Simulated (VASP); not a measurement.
## Sn3C: relaxation of cell and atoms with r2SCAN

Crystal: Sn3C.

```
C Sn
1.0
     2.00377    1.15688    7.32612
    -2.00377    1.15688    7.32612
     0.00000   -2.31376    7.32612
C Sn
1 3
Direct
  0.99932 0.99932 0.99932
  0.49331 0.49331 0.49331
  0.35914 0.35914 0.35914
  0.89824 0.89824 0.89824
```

* Program: VASP 6.6.1
* Task: relaxation of cell and atoms
* Functional: r2SCAN
* Potentials or basis: VASP PAW PBE potentials, release 64 (C, Sn_d)
* Cutoff: 600 eV
* k mesh: 6 × 6 × 6
* Occupations: fermi-dirac, width 0.02 eV
* Spin: no spin polarisation
* Dipole correction: no
* Further INCAR settings: ALGO = Normal; EDIFF = 1e-07; IBRION = 2; EDIFFG = -0.005; NSW = 80; ISIF = 3

```
Relaxed volume                        : 24.78 Å³/atom
Relaxed cell                          : a = 7.583 Å, b = 7.583 Å, c = 7.583 Å, α = 30.43°, β = 30.43°, γ = 30.43°
Space group after relaxing (to 0.1 Å) : R3m (No. 160)
Energy gained by relaxing             : 4.6 meV/atom
Ionic steps                           : 7
Pressure after relaxing               : 0.0 GPa
Largest force after relaxing          : 0.004 eV/Å
Band gap on the k mesh                : zero (bands 23 and 24 overlap by 1.93 eV)
```

Forces on the atoms (eV/Å):
```
C    0.000  0.000  0.004
Sn   0.000  0.000 -0.002
Sn   0.000  0.000 -0.003
Sn   0.000  0.000  0.001
```

The path:
| step | energy change (eV) | largest force (eV/Å) | pressure (GPa) | volume (Å³) |
| --- | --- | --- | --- | --- |
| 1 | 0.0000 | 0.1934 | -1.77 | 101.90 |
| 2 | -0.0134 | 0.1523 | 0.98 | 97.81 |
| 3 | -0.0177 | 0.0930 | 0.03 | 99.13 |
| 4 | -0.0183 | 0.0348 | 0.01 | 99.13 |
| 5 | -0.0184 | 0.0302 | 0.01 | 99.13 |
| 6 | -0.0184 | 0.0079 | 0.00 | 99.14 |
| 7 | -0.0184 | 0.0043 | 0.00 | 99.14 |

Final structure:
```yaml
crystal:
  lattice:
    - [1.99000, 1.14892, 7.22688]
    - [-1.99000, 1.14892, 7.22688]
    - [0.00000, -2.29785, 7.22688]
  atoms:
    - { symbol: C, position: [0.99936, 0.99936, 0.99936] }
    - { symbol: Sn, position: [0.49343, 0.49343, 0.49343] }
    - { symbol: Sn, position: [0.35951, 0.35951, 0.35951] }
    - { symbol: Sn, position: [0.89769, 0.89769, 0.89769] }
```

Levels at points of the mesh, in eV from the Fermi level:
```
           k point  band 19  band 20  band 21  band 22  band 23  band 24  band 25  band 26  band 27
(0.00, 0.00, 0.00)    -2.36    -2.36    -2.30    -1.59     1.34     1.34     1.43     3.32     3.32
(0.50, 0.00, 0.00)    -6.61    -4.30    -4.10    -3.55    -1.06     0.51     1.68     2.64     2.86
(0.50, 0.50, 0.00)    -7.30    -3.77    -3.64    -2.07    -0.73    -0.60    -0.14     1.24     3.79
(0.50, 0.50, 0.50)    -5.33    -2.33    -2.33    -1.09     1.04     1.04     2.40     3.83     3.83
```

It took 89 min on 1 thread of Intel(R) Xeon(R) 6975P-C (Granite Rapids), on a shared host, peak memory 0.75 GiB.

Caveat: the PAW data sets were made with another functional, which shifts forces and pressure a little; spin-orbit coupling is left out, which moves the levels of the heavy elements.
